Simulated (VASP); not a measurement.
Cu:

```
Cu
1.0
     1.81395    1.81395    0.00000
    -1.81395    1.81395    0.00000
     0.00000    0.00000    3.42088
Cu
2
Direct
  0.00000 0.00000 0.00000
  0.50000 0.50000 0.50000
```

This cell differs from its parent crystal: uniaxial strain along c: -4.0 %, then relaxed in part.

Base run:

```yaml
Program: VASP 6.6.1
Functional: PBEsol
Potentials_or_basis: VASP PAW PBE potentials, release 64 (Cu_sv_GW)
Cutoff: 700 eV
k_mesh: 20 × 20 × 14
Occupations: gaussian, width 0.1 eV
Spin: no spin polarisation
```

Its results: band gap on the k mesh zero (band 19 reaches 14.32 eV, above the bottom of band 20 at 5.98 eV); pressure -3.7 GPa.

Q: The run is repeated on the same cell with these changes: potentials or basis from VASP PAW PBE potentials, release 64 (Cu_sv_GW) to VASP PAW PBE potentials, release 64 (Cu); cutoff from 700 eV to 520 eV; further incar settings from ALGO = Normal; EDIFF = 1e-06; NBANDS = 26 to ALGO = Fast; EDIFF = 1e-06; NBANDS = 18; valence electrons from 38 to 22. What comes out?

A: Band gap on the k mesh zero (band 11 reaches 14.34 eV, above the bottom of band 12 at 5.94 eV); pressure 2.3 GPa.

Caveats: the PAW data sets were made with another functional, which shifts forces and pressure a little.
